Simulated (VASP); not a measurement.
# TaCd (L11 type) (R-3m) in VASP: further runs, part 2 of 2

VASP 6.6.1.

## (3) Electric field gradients, LDA (z stretched by +3 % at fixed volume)

INCAR

```
SYSTEM = TaCd
  PREC = Accurate
  ENCUT = 520
  EDIFF = 1E-8
  ISMEAR = -1
  SIGMA = 0.03
  LREAL = .FALSE.
  LASPH = .TRUE.
  NELM = 100
  ALGO = Normal
  ISIF = 2
  LWAVE = .FALSE.
  LCHARG = .FALSE.
  GGA = CA
  LEFG = .TRUE.
  NBANDS = 18
```

KPOINTS

```
Automatic mesh
0
G
  13 13 13
  0 0 0
```

POSCAR

```
TaCd
1.0
    1.4175686074     -0.8184336170      5.1546810766
    0.0000000000      1.6368672342      5.1546810766
   -1.4175686074     -0.8184336170      5.1546810766
Cd Ta
1 1
Direct
    0.0000000000      0.0000000000      0.0000000000
    0.5000000000      0.5000000000      0.5000000000
```

Potentials or basis: VASP PAW LDA potentials, release 64 (Cd, Ta_pv).

Command:

```console
$ cat potpaw_LDA.64/Cd/POTCAR potpaw_LDA.64/Ta_pv/POTCAR > POTCAR
$ mpirun -np 1 vasp_std > vasp.out
```

OUTCAR:

```text
SYSTEM = TaCd
   PREC = Accurate
   ENCUT = 520
   EDIFF = 1E-8
   ISMEAR = -1
   LREAL = .FALSE.
   LASPH = .TRUE.
   NELM = 100
   ISIF = 2
   GGA = CA

 ion  position               nearest neighbor table
   1  0.000  0.000  0.000-   2 3.05   2 3.05   2 3.05   2 3.05   2 3.05   2 3.05
   2  0.500  0.500  0.500-   1 3.05   1 3.05   1 3.05   1 3.05   1 3.05   1 3.05

  LATTYP: Found a trigonal (rhomboedric) cell.
 ALAT       =     5.4083335089
 COS(alpha) =     0.8625985740

  Lattice vectors:

 A1 = (   1.4175686074,  -0.8184336170,   5.1546810766)
 A2 = (   0.0000000000,   1.6368672342,   5.1546810766)
 A3 = (  -1.4175686074,  -0.8184336170,   5.1546810766)

Analysis of symmetry for initial positions (statically):
=====================================================================
 Subroutine PRICEL returns:
 Original cell was already a primitive cell.

 Routine SETGRP: Setting up the symmetry group for a
 trigonal (rhombohedral) supercell.

 Subroutine GETGRP returns: Found 12 space group operations
 (whereof 12 operations were pure point group operations)
 out of a pool of 12 trial point group operations.

The static configuration has the point symmetry D_3d.

Analysis of symmetry for dynamics (positions and initial velocities):
=====================================================================
 Subroutine PRICEL returns:
 Original cell was already a primitive cell.

 Routine SETGRP: Setting up the symmetry group for a
 trigonal (rhombohedral) supercell.

 Subroutine GETGRP returns: Found 12 space group operations
 (whereof 12 operations were pure point group operations)
 out of a pool of 12 trial point group operations.

The dynamic configuration has the point symmetry D_3d.

 Subroutine INISYM returns: Found 12 space group operations
 (whereof 12 operations are pure point group operations),
 and found     1 'primitive' translations

----------------------------------------------------------------------------------------

                                     Primitive cell

  volume of cell :      35.8823

  direct lattice vectors                    reciprocal lattice vectors
     1.417568607 -0.818433617  5.154681077     0.352716614 -0.203641032  0.064666141
     0.000000000  1.636867234  5.154681077     0.000000000  0.407282065  0.064666141
    -1.417568607 -0.818433617  5.154681077    -0.352716614 -0.203641032  0.064666141

  length of vectors
     5.408333509  5.408333509  5.408333509     0.412383790  0.412383790  0.412383790

  position of ions in fractional coordinates (direct lattice)
     0.000000000  0.000000000  0.000000000
     0.500000000  0.500000000  0.500000000

  ion indices of the primitive-cell ions
   primitive index   ion index
                 1           1
                 2           2

----------------------------------------------------------------------------------------

 KPOINTS: Automatic mesh

[... 72 lines left out ...]
   NFREE  =      0    steps in history (QN), initial steepest desc. (CG)
   ISIF   =      2    stress and relaxation
   ISYM   =      2    0-nonsym 1-usesym 2-fastsym
   POTIM  = 0.5000    time-step for ionic-motion
   TEBEG  =    0.0;   TEEND  =   0.0 temperature during run
   PSTRESS=    0.0 pullay stress
   NELECT =      23.0000    total number of electrons
   NUPDOWN=      -1.0000    fix difference up-down
   EMIN   =  10.00;   EMAX   =-10.00  energy-range for DOS
   EFERMI =   0.00;   METHOD = LEGACY
   ISMEAR =    -1;   SIGMA  =   0.03  broadening in eV -4-tet -1-fermi 0-gaus
   EFERMI_NEDOS =   21; number of points for ismear=-14 and -15
   IALGO  =     38    algorithm
   IMIX   =      4    mixing-type and parameters
     AMIX     =   0.40;   BMIX     =  1.00
     AMIX_MAG =   1.60;   BMIX_MAG =  1.00
  volume/ion in A,a.u.               =      17.94       121.07
  Fermi-wavevector in a.u.,A,eV,Ry     =   1.411532  2.667408 27.108536  1.992421
  Thomas-Fermi vector in A             =   2.533373
   LORBIT       =      0    0 simple, 1 ext, 2 COOP (PROOUT), +10 PAW based schemes
   GGA     = CA    functional components
   LHFCALC =     F    Hartree Fock is set to
   AEXX    =    0.0000 exact exchange contribution
   IVDW    =     0    specifies the selected vdW correction
   LEPSILON=     F    determine dielectric tensor
   LRPA    =     F    only Hartree local field effects (RPA)
 non-spin polarized calculation
  energy-cutoff  :      520.00
  volume of cell :       35.88
 maximum number of plane-waves:       981
   NGX = 21   NGY = 21   NGZ = 21

 number of electron      23.0000000 magnetization

 Free energy of the ion-electron system (eV)
  ---------------------------------------------------
  ext. energy  EPLUGINS =         0.00000000
  ---------------------------------------------------
  free energy    TOTEN  =       -13.71412606 eV

  energy without entropy =      -13.70931343  energy(sigma->0) =      -13.71171974

 E-fermi :   5.0775     XC(G=0): -12.6079

 val. band max:        5.0765973347   @ k =  -0.3846  -0.4615   0.3077
 cond. band min:       5.0794346783   @ k =   0.2308   0.2308   0.0769
 fundamental gap:      0.0028373437
 Fermi energy:         5.0774634937

 k-point     1 :       0.0000    0.0000    0.0000
  band No.  band energies     occupation
      1     -29.3752      2.00000
      2     -28.3663      2.00000
      3     -28.3663      2.00000
      4      -5.2893      2.00000
      5      -4.4816      2.00000
      6      -4.4816      2.00000
[... 481 lines left out ...]
      5      -4.6010      2.00000
      6      -4.0209      2.00000
[... 10 lines left out ...]
     17      13.8400      0.00000
     18      14.5791      0.00000

 [... further k-points ...]

------------------------ aborting loop because EDIFF is reached ----------------------------------------

  FORCE on cell =-STRESS in cart. coord.  units (eV):
  Direction    XX          YY          ZZ          XY          YZ          ZX
  --------------------------------------------------------------------------------------
  -------------------------------------------------------------------------------------
  Total        1.1082375      1.1082375     -0.9457247     -0.0000000     -0.0000000     -0.0000000
  in kB       49.4837760     49.4837760    -42.2274347     -0.0000000     -0.0000000     -0.0000000
  external PRESSURE =      18.9133724 kB  Pullay stress =       0.0000000 kB

 VOLUME and BASIS-vectors are now :
 -----------------------------------------------------------------------------
  energy-cutoff  :      520.00
  volume of cell :       35.88
      direct lattice vectors                 reciprocal lattice vectors
     1.417568607 -0.818433617  5.154681077     0.352716614 -0.203641032  0.064666141
     0.000000000  1.636867234  5.154681077     0.000000000  0.407282065  0.064666141
    -1.417568607 -0.818433617  5.154681077    -0.352716614 -0.203641032  0.064666141

 POSITION                                       TOTAL-FORCE (eV/Angst)
 -----------------------------------------------------------------------------------
      0.00000      0.00000      0.00000        -0.000000      0.000000      0.000000
      0.00000      0.00000      7.73202         0.000000      0.000000     -0.000000
 -----------------------------------------------------------------------------------
    total drift:                               -0.000000      0.000000     -0.000000

  FREE ENERGIE OF THE ION-ELECTRON SYSTEM (eV)
  ---------------------------------------------------
  free  energy   TOTEN  =       -13.7141260606 eV

  energy  without entropy=      -13.7093134278  energy(sigma->0) =      -13.71171974

 Electric field gradients (V/A^2)
---------------------------------------------------------------------
 ion       V_xx      V_yy      V_zz      V_xy      V_xz      V_yz
---------------------------------------------------------------------
   1      48.778    48.778   -97.555    -0.000     0.000    -0.000
   2     -96.681   -96.681   193.363    -0.000     0.000    -0.000
---------------------------------------------------------------------

 Electric field gradients after diagonalization (V/A^2)
 (convention: |V_zz| > |V_xx| > |V_yy|)
----------------------------------------------------------------------
 ion       V_xx      V_yy      V_zz     asymmetry (V_yy - V_xx)/ V_zz
----------------------------------------------------------------------
   1      48.778    48.778   -97.555       0.000
   2     -96.681   -96.681   193.363       0.000
----------------------------------------------------------------------

           NMR quadrupolar parameters

 Cq : quadrupolar parameter    Cq=e*Q*V_zz/h
 eta: asymmetry parameters     (V_yy - V_xx)/ V_zz
 Q  : nuclear electric quadrupole moment in mb (millibarn)
----------------------------------------------------------------------
 ion       Cq(MHz)       eta       Q (mb)
----------------------------------------------------------------------
   1      -0.236       0.000       1.000
   2       0.468       0.000       1.000
----------------------------------------------------------------------
```

OSZICAR:

```text
N       E                     dE             d eps       ncg     rms          rms(c)
DAV:   1     0.174323192365E+03    0.17432E+03   -0.13000E+04  8548   0.129E+03
DAV:   2    -0.102282421334E+02   -0.18455E+03   -0.17964E+03  9240   0.360E+02
DAV:   3    -0.146784244278E+02   -0.44502E+01   -0.44145E+01  9852   0.588E+01
DAV:   4    -0.146991900668E+02   -0.20766E-01   -0.20752E-01  9426   0.375E+00
DAV:   5    -0.146993118485E+02   -0.12178E-03   -0.12178E-03  9482   0.291E-01    0.132E+01
DAV:   6    -0.138759172621E+02    0.82339E+00   -0.22659E+00  9564   0.146E+01    0.825E+00
DAV:   7    -0.137333396838E+02    0.14258E+00   -0.34253E-01  9118   0.472E+00    0.256E+00
DAV:   8    -0.137152512529E+02    0.18088E-01   -0.54234E-02  9246   0.147E+00    0.780E-01
DAV:   9    -0.137141458956E+02    0.11054E-02   -0.27607E-03  9300   0.596E-01    0.101E-01
DAV:  10    -0.137141276509E+02    0.18245E-04   -0.93306E-05 10148   0.100E-01    0.368E-02
DAV:  11    -0.137141264765E+02    0.11744E-05   -0.85697E-06  9346   0.216E-02    0.933E-03
DAV:  12    -0.137141260536E+02    0.42286E-06   -0.18321E-06  9282   0.890E-03    0.361E-03
DAV:  13    -0.137141260606E+02   -0.70349E-08   -0.35487E-08  7780   0.145E-03
   1 F= -.13714126E+02 E0= -.13711720E+02  d E =-.481263E-02
```

stdout:

```text
POSCAR found type information on POSCAR CdTa
 POSCAR found :  2 types and       2 ions
 scaLAPACK will be used
 LDA part: xc-table for (Slater(with rela. corr.)+CA(PZ))
 , standard interpolation
 POSCAR, INCAR and KPOINTS ok, starting setup
 FFT: planning ... GRIDC
 FFT: planning ... GRID_SOFT
 FFT: planning ... GRID
 WAVECAR not read
 entering main loop
ion   1

ion   2
```

It took 7.7 min on 1 thread of Oxide Virtual Turin-like, shared host; peak memory 0.29 GiB.

What came out:

| Item | Value |
| --- | --- |
| Free energy | -13.7141 eV |
| Pressure | 1.9 GPa |
| Band gap on the k mesh | zero (an odd number of electrons rules out a gap without spin polarisation) |
| Largest electric field gradient by atom | Cd -97.6; Ta +193.4 V/Å² |

Stress tensor (GPa, compression positive):
```
 4.95  0.00  0.00
 0.00  4.95  0.00
 0.00  0.00 -4.22
```

Electric field gradients, principal values (V/Å²):
| atom | least | middle | greatest (by size) |
| --- | --- | --- | --- |
| 1 Cd | 48.778 | 48.778 | -97.555 |
| 2 Ta | -96.681 | -96.681 | 193.363 |

Caveat: without QUAD_EFG the Cq values of the log hold for a quadrupole moment of 1 mb, not for the nuclei; spin-orbit coupling is left out, which moves the levels of the heavy elements.
